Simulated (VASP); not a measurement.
A run of VASP 6.6.1 is set up as follows.

The input INCAR:

```
SYSTEM = ZnCd5Se6
  PREC = Accurate
  ENCUT = 520
  EDIFF = 1E-6
  ISMEAR = 0
  SIGMA = 0.01
  LREAL = .False.
  LASPH = .True.
  NELM = 80
  ALGO = Normal
  ISIF = 2
  LWAVE = .False.
  LCHARG = .True.
  GGA = PE
  LELF = .True.
  LVHAR = .True.
  NBANDS = 66
```

KPOINTS

```
regular mesh
0
Gamma
  8 8 2
  0 0 0
```

Contents of POSCAR:

```
ZnCd5Se6
1.0
    4.3154187979      0.0000000000      0.0000000000
    0.0000000000      4.3154187979      0.0000000000
    0.0000000000      0.0000000000     18.4482688842
Zn Cd Se
1 5 6
Direct
    0.0000000000      0.0000000000      0.0000000000
    0.0000000000      0.0000000000      0.6713462686
    0.5000000000      0.5000000000      0.8426719253
    0.5000000000      0.5000000000      0.1573280747
    0.0000000000      0.0000000000      0.3286537314
    0.5000000000      0.5000000000      0.5000000000
    0.5000000000      0.0000000000      0.7570156060
    0.0000000000      0.5000000000      0.9287094388
    0.5000000000      0.0000000000      0.0712905612
    0.0000000000      0.5000000000      0.2429843940
    0.5000000000      0.0000000000      0.4143235789
    0.0000000000      0.5000000000      0.5856764211
```

Potentials or basis: VASP PAW PBE potentials, release 64 (Zn, Cd, Se).

Launch:

```bash
$ cat potpaw_PBE.64/Zn/POTCAR potpaw_PBE.64/Cd/POTCAR potpaw_PBE.64/Se/POTCAR > POTCAR
$ mpirun -np 1 vasp_std > vasp.out
```

What does it give for the largest force?

0.015 eV/Å.

Estimate the band gap on the k mesh.

0.54 eV.

Forces in eV/Å, atoms in the order of the input:
```
Zn   0.000  0.000  0.000
Cd   0.000  0.000  0.000
Cd   0.000  0.000  0.000
Cd   0.000  0.000  0.000
Cd   0.000  0.000  0.000
Cd   0.000  0.000  0.000
Se   0.000  0.000  0.000
Se   0.000  0.000  0.015
Se   0.000  0.000 -0.015
Se   0.000  0.000  0.000
Se   0.000  0.000  0.000
Se   0.000  0.000  0.000
```

Caveat: semilocal functionals underestimate gaps, and a narrow one can read as zero.
